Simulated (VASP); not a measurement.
Input of a VASP 6.6.1 run:

The input INCAR:

```
SYSTEM = TiTeAs3
ALGO = Normal ; EDIFF = 1E-6
ENCUT = 520 ; GGA = PE
ISIF = 2 ; ISMEAR = 0
LASPH = .True. ; LCHARG = .False.
LREAL = .False. ; LWAVE = .False.
NBANDS = 24 ; NELM = 80
PREC = Accurate ; SIGMA = 0.1
```

KPOINTS

```
k-points
0
Gamma
  12 12 6
  0 0 0
```

POSCAR

```
TiTeAs3
1.0
    4.6066549100      0.0000000000      0.0000000000
   -2.3033274550      3.9894801786      0.0000000000
    0.0000000000      0.0000000000      6.0523742875
Ti Te As
1 1 3
Direct
    0.3333333333      0.6666666667      0.5000000000
    0.6666666667      0.3333333333      0.0000000000
    0.0000000000      0.0000000000      0.7128993977
    0.0000000000      0.0000000000      0.2871006023
    0.6666666667      0.3333333333      0.5000000000
```

Potentials or basis: VASP PAW PBE potentials, release 64 (Ti_sv, Te, As).

The run is started by

```sh
$ cat potpaw_PBE.64/Ti_sv/POTCAR potpaw_PBE.64/Te/POTCAR potpaw_PBE.64/As/POTCAR > POTCAR
$ mpirun -np 1 vasp_std > vasp.out
```

Estimate the pressure.

0.1 GPa.

Estimate the largest force.

0.032 eV/Å.

Forces on the atoms (eV/Å):
```
Ti   0.000  0.000  0.000
Te   0.000  0.000  0.000
As   0.000  0.000  0.032
As   0.000  0.000 -0.032
As   0.000  0.000  0.000
```
